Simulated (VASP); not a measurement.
Write the native input for VASP 6.6.1 that does the following.

* Task: single point
* Functional: HSE06
* Potentials or basis: VASP PAW PBE potentials, release 64 (Ir)
* Cutoff: 520 eV
* k mesh: 8 × 8 × 8
* Occupations: fermi-dirac, width 0.05 eV
* Spin: no spin polarisation
* Dipole correction: no
* Grid for exact exchange (PRECFOCK): Normal
* Further INCAR settings: ALGO = Normal; EDIFF = 1e-07; NBANDS = 10
* Screening parameter: 0.2079 1/Å

The system is Ir.

```
CELL_PARAMETERS angstrom
0.00000 1.90274 1.90274
1.90274 0.00000 1.90274
1.90274 1.90274 0.00000
ATOMIC_POSITIONS crystal
Ir 0.00000 0.00000 0.00000
```

One way to write it, as run:

POSCAR

```
Ir
1.0
    0.0000000000      1.9027432368      1.9027432368
    1.9027432368      0.0000000000      1.9027432368
    1.9027432368      1.9027432368      0.0000000000
Ir
1
Direct
    0.0000000000      0.0000000000      0.0000000000
```

INCAR.step1

```
  ALGO = Normal
  EDIFF = 1E-5
  ENCUT = 520
  GGA = PE
  ISIF = 2
  ISMEAR = -1
  LASPH = T
  LREAL = F
  LWAVE = T
  NBANDS = 10
  NELM = 100
  PREC = Accurate
  SIGMA = 0.05
```

INCAR.step2

```
  ALGO = Normal
  EDIFF = 1E-7
  ENCUT = 520
  GGA = PE
  HFSCREEN = 0.2079
  ISIF = 2
  ISMEAR = -1
  ISTART = 1
  LASPH = T
  LCHARG = T
  LELF = T
  LHFCALC = T
  LREAL = F
  LVHAR = T
  LWAVE = F
  NBANDS = 10
  NELM = 100
  PREC = Accurate
  PRECFOCK = Normal
  SIGMA = 0.05
```

KPOINTS

```
k-points
0
Gamma
  8 8 8
```

Potentials or basis: VASP PAW PBE potentials, release 64 (Ir).

Run with:

```console
$ cat potpaw_PBE.64/Ir/POTCAR > POTCAR
$ cp INCAR.step1 INCAR
$ mpirun -np 1 vasp_std > vasp.out
$ cp INCAR.step2 INCAR
$ mpirun -np 1 vasp_std > vasp.out
```

It gave:

```yaml
Pressure: 10.4 GPa
```

Caveat: the PAW data sets were made with another functional, which shifts forces and pressure a little.

It took 38 min on 1 thread of AMD EPYC 7R13 Processor (Zen 3), on a shared host, peak memory 0.21 GiB.
